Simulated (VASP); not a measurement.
Wanted: the native input for a VASP 6.6.1 run.

* Task: single point
* Functional: PBEsol
* Potentials or basis: VASP PAW PBE potentials, release 64 (Ti_sv)
* Cutoff: 520 eV
* k mesh: 18 × 18 × 10
* Occupations: gaussian, width 0.1 eV
* Spin: no spin polarisation
* Dipole correction: no
* Further INCAR settings: ALGO = Fast; EDIFF = 1e-06; NBANDS = 19

The structure of Ti lies in POSCAR:

```
Ti
1.0
    2.9004352002      0.0000000000      0.0000000000
   -1.4502176001      2.5118505654      0.0000000000
    0.0000000000      0.0000000000      4.5909904470
Ti
2
Direct
    0.3333333333      0.6666666667      0.2500000000
    0.6666666667      0.3333333333      0.7500000000
```

These files were run (other wordings do the same):

INCAR

```
SYSTEM = Ti
  ALGO = Fast
  EDIFF = 1E-6
  ENCUT = 520
  GGA = PS
  ISIF = 2
  ISMEAR = 0
  LASPH = .True.
  LCHARG = .True.
  LELF = .True.
  LREAL = .False.
  LVHAR = .True.
  LWAVE = .False.
  NBANDS = 19
  NELM = 80
  PREC = Accurate
  SIGMA = 0.1
```

KPOINTS

```
k-points
0
Gamma
  18 18 10
  0 0 0
```

Potentials or basis: VASP PAW PBE potentials, release 64 (Ti_sv).

The run is started by

```bash
$ cat potpaw_PBE.64/Ti_sv/POTCAR > POTCAR
$ mpirun -np 1 vasp_std > vasp.out
```

It gave:

- Pressure: -0.4 GPa
- Band gap on the k mesh: zero (band 12 reaches 9.40 eV, above the bottom of band 13 at 8.29 eV)

Caveat: the PAW data sets were made with another functional, which shifts forces and pressure a little.

Wall time 2.3 min on 1 thread of Intel(R) Xeon(R) 6975P-C (Granite Rapids), with other jobs on the host, peak memory 0.24 GiB.
